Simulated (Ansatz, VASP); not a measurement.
**Two plane-wave programs on CsPbCl3**

```
Cs Pb Cl
1.0
     5.60500    0.00000    0.00000
     0.00000    5.60500    0.00000
     0.00000    0.00000    5.60500
Cs Pb Cl
1 1 3
Direct
  0.50000 0.50000 0.50000
  0.00000 0.00000 0.00000
  0.50000 0.00000 0.00000
  0.00000 0.50000 0.00000
  0.00000 0.00000 0.50000
```

Alike in both runs: task relaxation of cell and atoms; functional PBEsol; k mesh 6 × 6 × 6; no spin polarisation.

|  | VASP | Ansatz |
| --- | --- | --- |
| version | VASP 6.6.1 | Ansatz 0.2.0 |
| potentials or method | VASP PAW PBE potentials, release 64 (Cs_sv, Pb_d, Cl) | scalar-relativistic, plane waves, PAW |
| plane-wave cutoff (eV) | 600 | 420 |
| occupations | gaussian, width 0.01 eV | fixed |
| valence electrons in the cell | 44 | 44 |

|  | VASP | Ansatz | Ansatz less VASP |
| --- | --- | --- | --- |
| gap on the k mesh at the Fermi level, each at its own relaxed structure (eV) | 1.84 | 1.83 | -0.006 |
| relaxed volume (Å³/atom) | 35.47 | 35.48 | +0.004 |
| relaxed length of the cell vector where the two differ most in proportion (Å) | 5.618 | 5.619 | +0.0002 |

VASP's potentials were made for PBE, not for PBEsol.

Spin-orbit coupling is off throughout.
